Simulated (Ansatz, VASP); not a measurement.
# One calculation of TiAl, two programs

INCAR

```
SYSTEM = TiAl
  ALGO = Fast
  EDIFF = 1E-6
  ENCUT = 520
  ISIF = 2
  ISMEAR = 0
  LASPH = .TRUE.
  LCHARG = .FALSE.
  LREAL = .FALSE.
  LWAVE = .FALSE.
  NBANDS = 14
  NELM = 60
  PREC = Accurate
  SIGMA = 0.15
```

File KPOINTS:

```
k-points
0
G
  14 14 14
  0 0 0
```

POSCAR

```
TiAl
1.0
    3.1240862282      0.0000000000      0.0000000000
    0.0000000000      3.2959109708      0.0000000000
    0.0000000000      0.0000000000      3.1240862282
Ti Al
1 1
Direct
    0.0000000000      0.0000000000      0.0000000000
    0.5000000000      0.5000000000      0.5000000000
```

Input for Ansatz:

```yaml
crystal:
  lattice:
    - [3.1240862282, 0.0, 0.0]
    - [0.0, 3.2959109708, 0.0]
    - [0.0, 0.0, 3.1240862282]
  atoms:
    - { symbol: Ti, position: [0.0, 0.0, 0.0] }
    - { symbol: Al, position: [0.5, 0.5, 0.5] }
basis:
  ecutwfc: 520.0
kpoints:
  mp_grid: { grid: [14, 14, 14] }
hamiltonian:
  xc: lda
  pseudopotentials: { kind: paw, azcp: { folder: soft_1 } }
scf:
  occupations: { method: gaussian, width: 0.15 }
output:
  forces: true
  stress: true
  eigenvalues: true
```

Change from the starting cell: normal strain along x +0.0000, normal strain along y +0.0550.

Alike in both runs: task single point; functional LDA; k mesh 14 × 14 × 14; occupations gaussian, width 0.15 eV; no spin polarisation.

```csv
,VASP,Ansatz
version,VASP 6.6.1,Ansatz 0.2.0
potentials or method,"VASP PAW LDA potentials, release 64 (Ti_sv, Al), cutoff 520 eV","scalar-relativistic, plane waves, PAW"
valence electrons in the cell,15,15
```

|  | VASP | Ansatz | Ansatz less VASP |
| --- | --- | --- | --- |
| gap on the k mesh at the Fermi level (eV) | none | none | - |
| pressure (GPa) | -5.8 | -6.0 | -0.16 |
| traceless stress, the component that is largest in VASP (GPa) | 2.95 | 2.94 | -0.008 |

Ansatz warns that its potentials were made for another functional, while VASP's fit it. LDA's correlation is that of Perdew and Zunger in VASP and of Perdew and Wang (1992) in Ansatz. A gap of «none» marks a metal or a gap that the smearing closes.
